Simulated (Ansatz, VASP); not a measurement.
**Two plane-wave programs on BN**

File INCAR:

```
SYSTEM = BN
PREC = Accurate ; ENCUT = 520
EDIFF = 1E-7 ; ISMEAR = -1
SIGMA = 0.02 ; LREAL = .FALSE.
LASPH = .TRUE. ; NELM = 60
ALGO = Normal ; ISIF = 2
LWAVE = .FALSE. ; LCHARG = .FALSE.
GGA = PE ; NBANDS = 16
```

The input KPOINTS:

```
regular mesh
0
G
  12 12 6
  0 0 0
```

The input POSCAR:

```
BN
1.0
    2.6202684995      0.0000000000      0.0000000000
   -1.3101342498      2.2692190853      0.0000000000
    0.0000000000      0.0000000000      4.3340498018
B N
2 2
Direct
    0.3333333333      0.6666666667     -0.0001895886
    0.6666666667      0.3333333333      0.4998104114
    0.3333333333      0.6666666667      0.3751895886
    0.6666666667      0.3333333333      0.8751895886
```

Input for Ansatz:

```yaml
crystal:
  lattice:
    - [2.6202684995, 0.0, 0.0]
    - [-1.3101342498, 2.2692190853, 0.0]
    - [0.0, 0.0, 4.3340498018]
  atoms:
    - { symbol: B, position: [0.3333333333, 0.6666666667, -0.0001895886] }
    - { symbol: B, position: [0.6666666667, 0.3333333333, 0.4998104114] }
    - { symbol: "N", position: [0.3333333333, 0.6666666667, 0.3751895886] }
    - { symbol: "N", position: [0.6666666667, 0.3333333333, 0.8751895886] }
kpoints:
  mp_grid: { grid: [12, 12, 6] }
  band_path:
    path:
      - [0.0, 0.0, 0.0]
      - [0.5, 0.0, 0.0]
      - [0.3333333333, 0.3333333333, 0.0]
      - [0.0, 0.0, 0.5]
      - [0.5, 0.0, 0.5]
      - [0.3333333333, 0.3333333333, 0.5]
      - [0.1, 0.0, 0.0]
    npoints: 1
hamiltonian:
  xc: pbe
scf:
  occupations: { method: fermi_dirac, width: 0.02 }
  n_extra_bands: 5
output:
  forces: true
  stress: true
  eigenvalues: true
```

Change from the starting cell: hydrostatic strain +3.0%.

Alike in both runs: task single point; functional PBE; k mesh 12 × 12 × 6; occupations fermi-dirac, width 0.02 eV; no spin polarisation.

|  | VASP | Ansatz |
| --- | --- | --- |
| version | VASP 6.6.1 | Ansatz 0.2.0 |
| potentials or method | VASP PAW PBE potentials, release 64 (B, N) | plane waves, PAW |
| plane-wave cutoff (eV) | 520 | 420 |
| valence electrons in the cell | 16 | 16 |

Ansatz gave:

```
gap on the k mesh at the Fermi level (eV)                     : 5.37
pressure (GPa)                                                : -24.6
traceless stress, the component that is largest in VASP (GPa) : -0.14
rms of the force components (eV/Å)                            : 0.004
```

**Question.** Which values does VASP return?

**Answer.** gap on the k mesh at the Fermi level (eV): 5.36; pressure (GPa): -24.6; traceless stress, the component that is largest in VASP (GPa): -0.17; rms of the force components (eV/Å): 0.005.

Atom by atom the forces differ by 0.002 eV/Å (rms over components).
